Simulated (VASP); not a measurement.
A run of VASP 6.6.1:

File POSCAR:

```
GaN
1.0
    0.0000000000      2.1352400000      2.1352400000
    2.1352400000      0.0000000000      2.1352400000
    2.1352400000      2.1352400000      0.0000000000
Ga N
1 1
Direct
    0.0000000000      0.0000000000      0.0000000000
    0.5000000000      0.5000000000      0.5000000000
```

Contents of INCAR.step1:

```
SYSTEM = GaN
PREC     = Accurate       ! precision mode
ENCUT    = 520            ! plane-wave cutoff, eV
ISMEAR   = 1              ! smearing method
SIGMA    = 0.179          ! smearing width, eV
LREAL    = .False.        ! projectors in reciprocal space
LASPH    = .True.         ! aspherical terms in the spheres
NELM     = 60             ! most SCF steps
ISYM     = 0            
NBANDS   = 16             ! bands
GGA      = PE             ! functional
ALGO     = Normal         ! electronic algorithm
EDIFF    = 1E-4           ! SCF threshold, eV
LWAVE    = .True.         ! write WAVECAR
LCHARG   = .False.        ! write CHGCAR
```

The input INCAR.step2:

```
SYSTEM = GaN
PREC     = Accurate       ! precision mode
ENCUT    = 520            ! plane-wave cutoff, eV
EDIFF    = 1E-6           ! SCF threshold, eV
ISMEAR   = 1              ! smearing method
SIGMA    = 0.179          ! smearing width, eV
LREAL    = .False.        ! projectors in reciprocal space
LASPH    = .True.         ! aspherical terms in the spheres
NELM     = 60             ! most SCF steps
ALGO     = Normal         ! electronic algorithm
ISIF     = 2              ! what is computed and relaxed
LWAVE    = .False.        ! write WAVECAR
LCHARG   = .True.         ! write CHGCAR
METAGGA  = R2SCAN         ! meta-GGA
LMIXTAU  = .True.       
LELF     = .True.         ! ELF
LVHAR    = .True.       
ISYM     = 0            
NBANDS   = 16             ! bands
ISTART   = 1
```

KPOINTS

```
Automatic mesh
0
Gamma
  9 9 9
  0.5 0.5 0.5
```

Potentials or basis: VASP PAW PBE potentials, release 64 (Ga_d, N).

The run is started by

```bash
$ cat potpaw_PBE.64/Ga_d/POTCAR potpaw_PBE.64/N/POTCAR > POTCAR
$ cp INCAR.step1 INCAR
$ mpirun -np 1 vasp_std > vasp.out
$ cp INCAR.step2 INCAR
$ mpirun -np 1 vasp_std > vasp.out
```

Hardware: 1 thread of AMD EPYC 7R43 64-Core Processor (Zen 3), with other jobs on the host.

Estimate the wall time of this run.

It took 33 min on 1 thread of AMD EPYC 7R43 64-Core Processor (Zen 3) (shared host), peak memory 0.49 GiB. Counts: k points 1460.
